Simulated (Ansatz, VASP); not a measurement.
**One calculation of RbBi, two programs**

File INCAR:

```
SYSTEM = RbBi
PREC = Accurate ; ENCUT = 520
EDIFF = 1E-6 ; ISMEAR = 0
SIGMA = 0.15 ; LREAL = .FALSE.
LASPH = .TRUE. ; NELM = 60
ALGO = Fast ; ISIF = 2
LWAVE = .FALSE. ; LCHARG = .FALSE.
GGA = CA ; NBANDS = 19
```

Contents of KPOINTS:

```
Automatic mesh
0
G
  10 10 12
  0 0 0
```

POSCAR

```
RbBi
1.0
    4.6852660000      0.0000000000      0.0000000000
    0.0000000000      4.6852660000      0.0000000000
    0.0000000000      0.0000000000      3.8588810000
Rb Bi
1 1
Direct
    0.5000000000      0.5000000000      0.5453499343
    0.0000000000      0.0000000000      0.0000000000
```

Input for Ansatz:

```yaml
crystal:
  lattice:
    - [4.685266, 0.0, 0.0]
    - [0.0, 4.685266, 0.0]
    - [0.0, 0.0, 3.858881]
  atoms:
    - { symbol: Rb, position: [0.5, 0.5, 0.5453499343] }
    - { symbol: Bi, position: [0.0, 0.0, 0.0] }
basis:
  ecutwfc: 420
kpoints:
  mp_grid: { grid: [10, 10, 12] }
hamiltonian:
  xc: lda
scf:
  occupations: { method: gaussian, width: 0.15 }
output:
  forces: true
  stress: true
  eigenvalues: true
```

Change from the starting cell: all Rb atoms moved +0.175 Å, as atom 1 along Cartesian [0 0 1].

Alike in both runs: task single point; functional LDA; k mesh 10 × 10 × 12; occupations gaussian, width 0.15 eV; no spin polarisation.

|  | VASP | Ansatz |
| --- | --- | --- |
| version | VASP 6.6.1 | Ansatz 0.2.0 |
| potentials or method | VASP PAW LDA potentials, release 64 (Rb_sv, Bi_d), cutoff 520 eV | scalar-relativistic, plane waves, PAW |
| valence electrons in the cell | 24 | 24 |

VASP gave:

```
gap on the k mesh at the Fermi level (eV)                     : none
pressure (GPa)                                                : -2.4
traceless stress, the component that is largest in VASP (GPa) : -1.08
rms of the force components (eV/Å)                            : 0.093
```

Q: What did Ansatz give for the same quantities?

A: gap on the k mesh at the Fermi level (eV): none; pressure (GPa): -2.4; traceless stress, the component that is largest in VASP (GPa): -1.07; rms of the force components (eV/Å): 0.092.

LDA's correlation is that of Perdew and Zunger in VASP and of Perdew and Wang (1992) in Ansatz. Atom by atom the forces differ by 0.001 eV/Å (rms over components). A gap of «none» marks a metal or a gap that the smearing closes.

Spin-orbit coupling is off throughout.
